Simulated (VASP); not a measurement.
Write the native input for VASP 6.6.1 that does the following.

```
Task                                : relaxation of the atoms
Functional                          : PBE
Potentials or basis                 : VASP PAW PBE potentials, release 64 (Ge_d, Cu)
Cutoff                              : 520 eV
k mesh                              : 7 × 7 × 1
Occupations                         : gaussian, width 0.1 eV
Spin                                : no spin polarisation
Dipole correction                   : yes
Atoms held fixed (from 0)           : [0, 1, 2, 3]
Further INCAR settings              : ALGO = Fast; EDIFF = 1e-07; IBRION = 2; EDIFFG = -0.025; NSW = 36
Atoms held along some axes (from 0) : atom 4 along a and b
```

The structure of CuGe4 lies in POSCAR:

```
CuGe4
1.0
    4.0740542205      0.0000000000      0.0000000000
    0.0000000000      4.0740542205      0.0000000000
    0.0000000000      0.0000000000     19.8557568590
Ge Cu
4 1
Selective dynamics
Direct
    0.0000000000      0.5000000000      0.2014529100  F F F
    0.0000000000      0.0000000000      0.2739958855  F F F
    0.5000000000      0.0000000000      0.3493666156  F F F
    0.5000000000      0.5000000000      0.4208228837  F F F
    1.0000000000      1.0000000000      0.4129361623  F F T
```

The input as run:

INCAR

```
PREC     = Accurate       # precision mode
ENCUT    = 520            # plane-wave cutoff, eV
EDIFF    = 1E-7           # SCF threshold, eV
ISMEAR   = 0              # smearing method
SIGMA    = 0.1            # smearing width, eV
LREAL    = F              # projectors in reciprocal space
LASPH    = T              # aspherical terms in the spheres
NELM     = 60             # most SCF steps
ALGO     = Fast           # electronic algorithm
ISIF     = 2              # what is computed and relaxed
LWAVE    = F              # write WAVECAR
LCHARG   = F              # write CHGCAR
LDIPOL   = T            
IDIPOL   = 3            
DIPOL    = 0.5 0.5 0.332
GGA      = PE             # functional
IBRION   = 2              # ionic algorithm
NSW      = 36             # ionic steps
EDIFFG   = -0.025         # ionic threshold
KPAR     = 4
```

KPOINTS

```
Automatic mesh
0
Gamma
  7 7 1
```

Potentials or basis: VASP PAW PBE potentials, release 64 (Ge_d, Cu).

The run is started by

```sh
$ cat potpaw_PBE.64/Ge_d/POTCAR potpaw_PBE.64/Cu/POTCAR > POTCAR
$ mpirun -np 4 vasp_std > vasp.out
```

Results of the run:

- Energy gained by relaxing: 9.3 meV/atom
- Ionic steps: 5
- Band gap on the k mesh: zero (an odd number of electrons rules out a gap without spin polarisation)

Run time: 8.2 min on 4 MPI ranks on Oxide Virtual Turin-like Processor, on a shared host, peak memory 0.48 GiB a rank.
